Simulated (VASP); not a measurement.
# Si2Ge (P-3m1) in VASP: notebook, part 2 of 2

VASP 6.6.1. Earlier steps stand in the parts before.

### Step 3. Single point, PBE

This run uses another cell than the first one, of 17.06 Å³/atom.

The input, INCAR:

```
PREC = Accurate
ENCUT = 500
EDIFF = 1E-6
ISMEAR = 0
SIGMA = 0.1
LREAL = F
LASPH = T
NELM = 120
ALGO = Normal
ISIF = 2
LWAVE = F
LCHARG = F
GGA = PE
NBANDS = 18
GGA_COMPAT = F
```

The input, KPOINTS:

```
Automatic mesh
0
Gamma
  6 6 4
```

The input, POSCAR:

```
Si2Ge
1.0
    2.9724979751      0.0000000000      0.0000000000
   -1.4862489876      2.5742587592      0.0000000000
    0.0000000000      0.0000000000      6.6878095896
Si Ge
2 1
Direct
    0.6666666667      0.3333333333      0.8649236964
    0.3333333333      0.6666666667      0.1350763036
    0.0000000000      0.0000000000      0.5000000000
```

Potentials or basis: VASP PAW PBE potentials, release 64 (Si, Ge_d).

Started as:

```bash
$ cat potpaw_PBE.64/Si/POTCAR potpaw_PBE.64/Ge_d/POTCAR > POTCAR
$ mpirun -np 1 vasp_std > vasp.out
```

OUTCAR:

```text
PREC = Accurate
   ENCUT = 500
   EDIFF = 1E-6
   ISMEAR = 0
   LREAL = F
   LASPH = T
   NELM = 120
   ISIF = 2
   GGA = PE

 ion  position               nearest neighbor table
   1  0.667  0.333  0.865-   2 2.49   2 2.49   2 2.49   3 2.98   3 2.98   3 2.98
   2  0.333  0.667  0.135-   1 2.49   1 2.49   1 2.49   3 2.98   3 2.98   3 2.98
   3  0.000  0.000  0.500-   1 2.98   2 2.98   1 2.98   2 2.98   1 2.98   2 2.98

  LATTYP: Found a hexagonal cell.
 ALAT       =     2.9724979751
 C/A-ratio  =     2.2498954232

  Lattice vectors:

 A1 = (   2.9724979751,   0.0000000000,   0.0000000000)
 A2 = (  -1.4862489876,   2.5742587592,   0.0000000000)
 A3 = (   0.0000000000,   0.0000000000,   6.6878095896)

Analysis of symmetry for initial positions (statically):
=====================================================================
 Subroutine PRICEL returns:
 Original cell was already a primitive cell.

 Routine SETGRP: Setting up the symmetry group for a
 hexagonal supercell.

 Subroutine GETGRP returns: Found 12 space group operations
 (whereof 12 operations were pure point group operations)
 out of a pool of 24 trial point group operations.

The static configuration has the point symmetry D_3d.

Analysis of symmetry for dynamics (positions and initial velocities):
=====================================================================
 Subroutine PRICEL returns:
 Original cell was already a primitive cell.

 Routine SETGRP: Setting up the symmetry group for a
 hexagonal supercell.

 Subroutine GETGRP returns: Found 12 space group operations
 (whereof 12 operations were pure point group operations)
 out of a pool of 24 trial point group operations.

The dynamic configuration has the point symmetry D_3d.

 Subroutine INISYM returns: Found 12 space group operations
 (whereof 12 operations are pure point group operations),
 and found     1 'primitive' translations

----------------------------------------------------------------------------------------

                                     Primitive cell

  volume of cell :      51.1750

  direct lattice vectors                    reciprocal lattice vectors
     2.972497975  0.000000000  0.000000000     0.336417386  0.194230669  0.000000000
    -1.486248988  2.574258759  0.000000000     0.000000000  0.388461337  0.000000000
     0.000000000  0.000000000  6.687809590     0.000000000  0.000000000  0.149525788

  length of vectors
     2.972497975  2.972497975  6.687809590     0.388461337  0.388461337  0.149525788

  position of ions in fractional coordinates (direct lattice)
     0.666666667  0.333333333  0.864923696
     0.333333333  0.666666667  0.135076304
     0.000000000  0.000000000  0.500000000

  ion indices of the primitive-cell ions
   primitive index   ion index
                 1           1
                 2           2
                 3           3

----------------------------------------------------------------------------------------

 KPOINTS: Automatic mesh

Automatic generation of k-mesh.
 Grid dimensions read from file:
 generate k-points for:    6    6    4

 Generating k-lattice:

  Cartesian coordinates                     Fractional coordinates (reciprocal lattice)
     0.056069564  0.032371778  0.000000000     0.166666667 -0.000000000  0.000000000
     0.000000000  0.064743556  0.000000000     0.000000000  0.166666667  0.000000000
     0.000000000  0.000000000  0.037381447     0.000000000  0.000000000  0.250000000

  Length of vectors
     0.064743556  0.064743556  0.037381447

  Shift w.r.t. Gamma in fractional coordinates (k-lattice)
     0.000000000  0.000000000  0.000000000

 Subroutine IBZKPT returns following result:
 ===========================================

 Found     24 irreducible k-points:

 Following reciprocal coordinates:
            Coordinates               Weight
  0.000000  0.000000  0.000000      1.000000
  0.166667  0.000000  0.000000      6.000000
  0.333333 -0.000000  0.000000      6.000000
  0.500000  0.000000  0.000000      3.000000
  0.166667  0.166667  0.000000      6.000000
  0.333333  0.166667  0.000000     12.000000
[... 16 lines left out ...]
  0.333333  0.166667  0.500000     12.000000
  0.333333  0.333333  0.500000      2.000000
   k-points           NKPTS =     24   k-points in BZ     NKDIM =     24   number of bands    NBANDS=     18
   number of dos      NEDOS =    301   number of ions     NIONS =      3
   total plane-waves  NPLWV =  28800
   dimension x,y,z NGX =    24 NGY =   24 NGZ =   50
   dimension x,y,z NGXF=    48 NGYF=   48 NGZF=  100
   ions per type =               2   1
   NGX,Y,Z   is equivalent  to a cutoff of  13.42, 13.42, 12.43 a.u.
   NGXF,Y,Z  is equivalent  to a cutoff of  26.85, 26.85, 24.86 a.u.
 SYSTEM =  unknown system
   PREC   = accura    normal or accurate (medium, high low for compatibility)
   ISTART =      0    job   : 0-new  1-cont  2-samecut
   ICHARG =      2    charge: 1-file 2-atom 10-const
   ISPIN  =      1    spin polarized calculation?
   LNONCOLLINEAR =      F non collinear calculations
   LSORBIT =      F    spin-orbit coupling
   LASPH  =      T    aspherical Exc in radial PAW
   ENCUT  =  500.0 eV  36.75 Ry    6.06 a.u.   5.42  5.42 12.19*2*pi/ulx,y,z
   NELM   =    120;   NELMIN=  2; NELMDL= -5     # of ELM steps
   EDIFF  = 0.1E-05   stopping-criterion for ELM
   LREAL  =      F    real-space projection
   EDIFFG = 0.1E-04   stopping-criterion for IOM
   NSW    =      0    number of steps for IOM
   IBRION =     -1    ionic relax: 0-MD 1-quasi-New 2-CG
   NFREE  =      0    steps in history (QN), initial steepest desc. (CG)
   ISIF   =      2    stress and relaxation
   ISYM   =      2    0-nonsym 1-usesym 2-fastsym
   POTIM  = 0.5000    time-step for ionic-motion
   TEBEG  =    0.0;   TEEND  =   0.0 temperature during run
   PSTRESS=    0.0 pullay stress
   NELECT =      22.0000    total number of electrons
   NUPDOWN=      -1.0000    fix difference up-down
   EMIN   =  10.00;   EMAX   =-10.00  energy-range for DOS
   EFERMI =   0.00;   METHOD = LEGACY
   ISMEAR =     0;   SIGMA  =   0.10  broadening in eV -4-tet -1-fermi 0-gaus
   EFERMI_NEDOS =   21; number of points for ismear=-14 and -15
   IALGO  =     38    algorithm
   IMIX   =      4    mixing-type and parameters
     AMIX     =   0.40;   BMIX     =  1.00
     AMIX_MAG =   1.60;   BMIX_MAG =  1.00
  volume/ion in A,a.u.               =      17.06       115.12
  Fermi-wavevector in a.u.,A,eV,Ry     =   1.235558  2.334866 20.770706  1.526604
  Thomas-Fermi vector in A             =   2.370203
   LORBIT       =      0    0 simple, 1 ext, 2 COOP (PROOUT), +10 PAW based schemes
   GGA     = PE    functional components
   LHFCALC =     F    Hartree Fock is set to
   AEXX    =    0.0000 exact exchange contribution
   IVDW    =     0    specifies the selected vdW correction
   LEPSILON=     F    determine dielectric tensor
   LRPA    =     F    only Hartree local field effects (RPA)
 non-spin polarized calculation
 Gauss-broadening in eV      SIGMA  =   0.10
  energy-cutoff  :      500.00
  volume of cell :       51.17
 maximum number of plane-waves:      1333
 NGX is ok and might be reduce to    24
   NGX = 11   NGY = 11   NGZ = 25

 number of electron      21.9999987 magnetization

 Free energy of the ion-electron system (eV)
  ---------------------------------------------------
  ext. energy  EPLUGINS =         0.00000000
  ---------------------------------------------------
  free energy    TOTEN  =       -13.84343602 eV

  energy without entropy =      -13.84066830  energy(sigma->0) =      -13.84205216

 E-fermi :   7.9291     XC(G=0): -10.9169

 val. band max:        7.8706889154   @ k =   0.1667   0.1667   0.5000
 cond. band min:       8.0487214352   @ k =   0.0000   0.0000   0.0000
 fundamental gap:      0.1780325198
 Fermi energy:         7.9291328902

 k-point     1 :       0.0000    0.0000    0.0000
  band No.  band energies     occupation
      1     -16.9991      2.00000
      2     -16.9986      2.00000
      3     -16.9986      2.00000
      4     -16.9356      2.00000
      5     -16.9356      2.00000
      6      -5.4959      2.00000
[... 10 lines left out ...]
     17      17.8152      0.00000
     18      18.5957      0.00000
[... 463 lines left out ...]
 k-point    24 :       0.3333    0.3333    0.5000
  band No.  band energies     occupation
      1     -16.9697      2.00000
      2     -16.9697      2.00000
      3     -16.9573      2.00000
      4     -16.9573      2.00000
      5     -16.9373      2.00000
      6       1.5933      2.00000
[... 10 lines left out ...]
     17      10.4923      0.00000
     18      20.2781      0.00000

------------------------ aborting loop because EDIFF is reached ----------------------------------------

  FORCE on cell =-STRESS in cart. coord.  units (eV):
  Direction    XX          YY          ZZ          XY          YZ          ZX
  --------------------------------------------------------------------------------------
  -------------------------------------------------------------------------------------
  Total       -0.0571730     -0.0571730     -0.0421007      0.0000000      0.0000000     -0.0000000
  in kB       -1.7899617     -1.7899617     -1.3180816      0.0000000      0.0000000     -0.0000000
  external PRESSURE =      -1.6326683 kB  Pullay stress =       0.0000000 kB

 VOLUME and BASIS-vectors are now :
 -----------------------------------------------------------------------------
  energy-cutoff  :      500.00
  volume of cell :       51.17
      direct lattice vectors                 reciprocal lattice vectors
     2.972497975  0.000000000  0.000000000     0.336417386  0.194230669  0.000000000
    -1.486248988  2.574258759  0.000000000     0.000000000  0.388461337  0.000000000
     0.000000000  0.000000000  6.687809590     0.000000000  0.000000000  0.149525788

 POSITION                                       TOTAL-FORCE (eV/Angst)
 -----------------------------------------------------------------------------------
      1.48625      0.85809      5.78444        -0.000000     -0.000000     -0.003665
     -0.00000      1.71617      0.90336         0.000000      0.000000      0.003665
      0.00000      0.00000      3.34390         0.000000      0.000000      0.000000
 -----------------------------------------------------------------------------------
    total drift:                               -0.000000      0.000000      0.000000

  FREE ENERGIE OF THE ION-ELECTRON SYSTEM (eV)
  ---------------------------------------------------
  free  energy   TOTEN  =       -13.8434360202 eV

  energy  without entropy=      -13.8406682973  energy(sigma->0) =      -13.84205216
```

OSZICAR:

```text
N       E                     dE             d eps       ncg     rms          rms(c)
DAV:   1     0.118473234592E+03    0.11847E+03   -0.10412E+04   930   0.227E+03
DAV:   2     0.754225346163E+00   -0.11772E+03   -0.11283E+03   912   0.457E+02
DAV:   3    -0.137309179816E+02   -0.14485E+02   -0.14286E+02  1118   0.966E+01
DAV:   4    -0.140977743889E+02   -0.36686E+00   -0.36650E+00  1042   0.150E+01
DAV:   5    -0.141041730643E+02   -0.63987E-02   -0.63977E-02  1138   0.237E+00    0.392E+00
DAV:   6    -0.138583898744E+02    0.24578E+00   -0.10745E+00  1136   0.537E+00    0.212E+00
DAV:   7    -0.138477844302E+02    0.10605E-01   -0.50818E-02   990   0.111E+00    0.983E-01
DAV:   8    -0.138435880479E+02    0.41964E-02   -0.58484E-03   998   0.501E-01    0.130E-01
DAV:   9    -0.138434470897E+02    0.14096E-03   -0.84352E-04  1176   0.193E-01    0.623E-02
DAV:  10    -0.138434462086E+02    0.88105E-06   -0.37418E-04   998   0.921E-02    0.152E-02
DAV:  11    -0.138434359140E+02    0.10295E-04   -0.97321E-05   980   0.439E-02    0.936E-03
DAV:  12    -0.138434360202E+02   -0.10624E-06   -0.85962E-06  1074   0.220E-02
   1 F= -.13843436E+02 E0= -.13842052E+02  d E =-.276772E-02
```

Run time: 24 s. Hardware: 1 thread of Intel Xeon 8259CL, shared host; peak memory 0.18 GiB.

Results:

```yaml
Free_energy: -13.8434 eV
Pressure: -0.2 GPa
Largest_force: 0.004 eV/Å
Band_gap_on_the_k_mesh: zero (bands 11 and 12 overlap by 7.42 eV)
```

Forces in eV/Å, atoms in the order of the input:
```
Si   0.000  0.000 -0.004
Si   0.000  0.000  0.004
Ge   0.000  0.000  0.000
```

Caveat: the k points lie up to 0.41 Å⁻¹ apart, too coarse for converged energies and pressures of a metal.

### Step 4. Relaxation of cell and atoms, PBE

The input, INCAR:

```
ALGO = Normal
EDIFF = 1E-7
EDIFFG = -0.04
ENCUT = 500
GGA = PE
GGA_COMPAT = False
IBRION = 2
ISIF = 3
ISMEAR = 0
LASPH = True
LCHARG = False
LREAL = False
LWAVE = False
NELM = 120
NELMIN = 4
NSW = 90
PREC = Accurate
SIGMA = 0.1
```

The input, KPOINTS:

```
k-points
0
Gamma
  6 6 4
```

The input, POSCAR:

```
Si2Ge
1.0
    2.8609793400      0.0000000000      0.0000000000
   -1.4304896700      2.4776807900      0.0000000000
    0.0000000000      0.0000000000      7.0079395400
Si Ge
2 1
Direct
    0.6666666700      0.3333333300      0.8333333300
    0.3333333300      0.6666666700      0.1666666700
    0.0000000000      0.0000000000      0.5000000000
```

Started as:

```bash
$ cat potpaw_PBE.64/Si/POTCAR potpaw_PBE.64/Ge_d/POTCAR > POTCAR
$ mpirun -np 1 vasp_std > vasp.out
```

It took 9.6 min on 1 thread of Intel Xeon 8259CL, shared host; peak memory 0.19 GiB.

The run converged. Its results:

* Free energy: -13.8423 eV
* Relaxed volume: 17.01 Å³/atom
* Relaxed cell: a = 2.968 Å, b = 2.968 Å, c = 6.691 Å, α = 90.00°, β = 90.00°, γ = 120.00°
* Space group after relaxing (to 0.1 Å): P-3m1 (No. 164)
* Energy gained by relaxing: 112.6 meV/atom
* Ionic steps: 26
* Pressure after relaxing: 0.0 GPa
* Band gap on the k mesh: zero (bands 11 and 12 overlap by 7.47 eV)

Stress tensor (GPa, compression positive):
```
 0.13  0.00  0.00
 0.00  0.13  0.00
 0.00  0.00 -0.16
```

The path:
| step | energy change (eV) | largest force (eV/Å) | pressure (GPa) | volume (Å³) |
| --- | --- | --- | --- | --- |
| 1 | 0.0000 | 0.5373 | -0.55 | 49.68 |
| 2 | -0.0290 | 0.5371 | -0.22 | 49.27 |
| 3 | -0.1066 | 0.6032 | 2.29 | 48.05 |
| 4 | -0.0565 | 1.0696 | 12.17 | 45.69 |
| 5 | -0.1400 | 0.6594 | 4.10 | 47.49 |
| 6 | -0.1618 | 0.1018 | 7.57 | 46.58 |
| 7 | -0.1650 | 0.3686 | 6.27 | 46.88 |
| 8 | -0.1732 | 0.2907 | 6.41 | 46.93 |
| 9 | -0.1910 | 0.0364 | 6.86 | 47.08 |
| 10 | -0.1830 | 0.6901 | 7.67 | 47.37 |
| 11 | -0.1958 | 0.2097 | 7.12 | 47.19 |
| 12 | -0.2124 | 0.2029 | 6.45 | 47.55 |
| 13 | -0.2518 | 0.1799 | 4.37 | 48.65 |
| 14 | -0.2918 | 0.0972 | 0.78 | 50.90 |
| 15 | -0.2969 | 0.0464 | -0.51 | 51.90 |
| 16 | -0.2970 | 0.0356 | -0.87 | 52.19 |
| 17 | -0.3053 | 0.0353 | -0.94 | 52.22 |
| 18 | -0.3267 | 0.1187 | -1.14 | 52.31 |
| 19 | -0.3087 | 0.4800 | -1.30 | 52.43 |
| 20 | -0.3290 | 0.1800 | -1.15 | 52.36 |
| 21 | -0.3291 | 0.1642 | -1.14 | 52.35 |
| 22 | -0.3329 | 0.1622 | -0.65 | 51.90 |
| 23 | -0.3355 | 0.1575 | 0.74 | 50.76 |
| 24 | -0.3359 | 0.1587 | 0.40 | 51.03 |
| 25 | -0.3374 | 0.0650 | 0.18 | 51.03 |
| 26 | -0.3377 | 0.0006 | 0.03 | 51.03 |

Final structure:
```xyz
3
Lattice="2.9676 0.0000 0.0000 -1.4838 2.5700 0.0000 0.0000 0.0000 6.6914" Properties=species:S:1:pos:R:3 pbc="T T T"
Si    1.4838    0.8567    5.7870
Si    0.0000    1.7134    0.9044
Ge    0.0000    0.0000    3.3457
```

Levels at points of the mesh, in eV from the Fermi level:
```tsv
k point	band 7	band 8	band 9	band 10	band 11	band 12	band 13	band 14	band 15
(0.00, 0.00, 0.00)	-10.93	-9.03	-0.69	0.08	5.52	5.52	6.82	6.82	8.84
(0.50, 0.00, 0.00)	-8.05	-5.73	-4.69	-3.58	-3.57	1.56	3.58	4.17	4.36
(0.00, 0.00, 0.50)	-12.28	-6.19	-5.38	5.52	5.52	5.54	7.20	7.51	7.51
(0.50, 0.00, 0.50)	-7.42	-7.14	-5.79	-1.09	-0.87	-0.20	0.51	1.79	3.42
```

Caveat: the k points lie up to 0.41 Å⁻¹ apart in the final cell, too coarse for converged energies and pressures of a metal.

### Step 5. Overview

| task | cell | gap on the mesh (eV) | pressure (GPa) |
| --- | --- | --- | --- |
| single point | a = 2.861, b = 2.861, c = 7.008 Å, angles 90.0, 90.0, 120.0°, 3 atoms, atomic positions A | none | -0.6 |
| single point | a = 2.972, b = 2.972, c = 6.688 Å, angles 90.0, 90.0, 120.0°, 3 atoms, atomic positions B | none | -0.2 |
| relaxation of cell and atoms | relaxed from a = 2.861, b = 2.861, c = 7.008 Å, angles 90.0, 90.0, 120.0°, 3 atoms, atomic positions A | none | 0.0 |

Alike in all rows: level PBE; potentials or basis VASP PAW PBE potentials, release 64 (Si, Ge_d); no spin polarisation; k mesh 6 × 6 × 4; cutoff (eV) 500; smearing gaussian 0.1 eV.

Caveats: all runs use coarse meshes.

Total energies depend on the potentials used, so only differences within one code and one set of settings carry meaning.
